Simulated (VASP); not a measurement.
A run of VASP 6.6.1 is set up as follows.

Contents of INCAR:

```
ALGO = Normal
EDIFF = 1E-6
ENCUT = 690
GGA = PE
GGA_COMPAT = F
ISIF = 2
ISMEAR = 1
ISPIN = 2
LASPH = T
LCHARG = T
LELF = T
LMAXMIX = 4
LORBIT = 11
LREAL = F
LVHAR = T
LWAVE = F
MAGMOM = 1.69 1.69
NBANDS = 28
NELM = 200
PREC = Accurate
SIGMA = 0.03
```

Contents of KPOINTS:

```
k-points
0
Gamma
  14 14 8
```

File POSCAR:

```
Co
1.0
    2.4935221926      0.0000000000      0.0000000000
   -1.2467610963      2.1594535637      0.0000000000
    0.0000000000      0.0000000000      4.0277844638
Co
2
Direct
    0.3333333333      0.6666666667      0.2500000000
    0.6666666667      0.3333333333      0.7500000000
```

Potentials or basis: VASP PAW PBE potentials, release 64 (Co_sv).

Launch:

```bash
$ cat potpaw_PBE.64/Co_sv/POTCAR > POTCAR
$ mpirun -np 1 vasp_std > vasp.out
```

(1) Predict the pressure.

(2) What does it give for the net moment?

Answers

(1) -1.8 GPa.

(2) 3.18 μB per cell.
